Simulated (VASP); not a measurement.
SiC, 2 atoms in the cell. It takes space group Fm-3m (No. 225, cubic). The conventional cell has a = 3.798 Å, b = 3.798 Å, c = 3.798 Å, α = 90.00°, β = 90.00°, γ = 90.00°. Within 2.5 Å of C (site symmetry m-3m) lie 6 Si at 1.90 Å. Within 2.5 Å of Si (site symmetry m-3m) lie 6 C at 1.90 Å.  This cell differs from its parent crystal: volume scaled by 0.840.

- Program: VASP 6.6.1
- Task: single point
- Functional: r2SCAN
- Potentials or basis: VASP PAW PBE potentials, release 64 (C, Si)
- Cutoff: 520 eV
- k mesh: 20 × 20 × 20
- Occupations: gaussian, width 0.05 eV
- Spin: no spin polarisation
- Dipole correction: no
- Further INCAR settings: ALGO = Normal; EDIFF = 1e-07; NBANDS = 11

Potentials or basis: VASP PAW PBE potentials, release 64 (C, Si).

The run is started by

```sh
$ cat potpaw_PBE.64/C/POTCAR potpaw_PBE.64/Si/POTCAR > POTCAR
$ cp INCAR.step1 INCAR
$ mpirun -np 1 vasp_std > vasp.out
$ cp INCAR.step2 INCAR
$ mpirun -np 1 vasp_std > vasp.out
```

Hardware: 1 thread of Intel Xeon 8259CL, on a shared host.

Estimate the wall time of this run.

Run time: 3.5 min on 1 thread of Intel Xeon 8259CL, on a shared host, peak memory 0.15 GiB. Counts: k points 256.
